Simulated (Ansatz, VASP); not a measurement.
**BiB: VASP beside Ansatz**

```
B Bi
1.0
     3.88928    0.00000    0.00000
    -1.94464    3.36822    0.00000
     0.00000    0.00000    6.40611
B Bi
2 2
Direct
  0.33333 0.66667 0.00011
  0.66667 0.33333 0.50011
  0.33333 0.66667 0.37489
  0.66667 0.33333 0.87489
```

Alike in both runs: task single point; functional PBE; k mesh 6 × 6 × 4; occupations fermi-dirac, width 0.02 eV; no spin polarisation.

|  | VASP | Ansatz |
| --- | --- | --- |
| version | VASP 6.6.1 | Ansatz 0.2.0 |
| potentials or method | VASP PAW PBE potentials, release 64 (B, Bi_d) | plane waves, PAW |
| plane-wave cutoff (eV) | 520 | 420 |
| valence electrons in the cell | 36 | 36 |

Ansatz gave:

```
pressure (GPa)                                                : 0.0
traceless stress, the component that is largest in VASP (GPa) : -0.22
```

**Question.** Which values does VASP return?

**Answer.** Pressure (GPa): -0.1; traceless stress, the component that is largest in VASP (GPa): -0.23.

Spin-orbit coupling is off throughout.
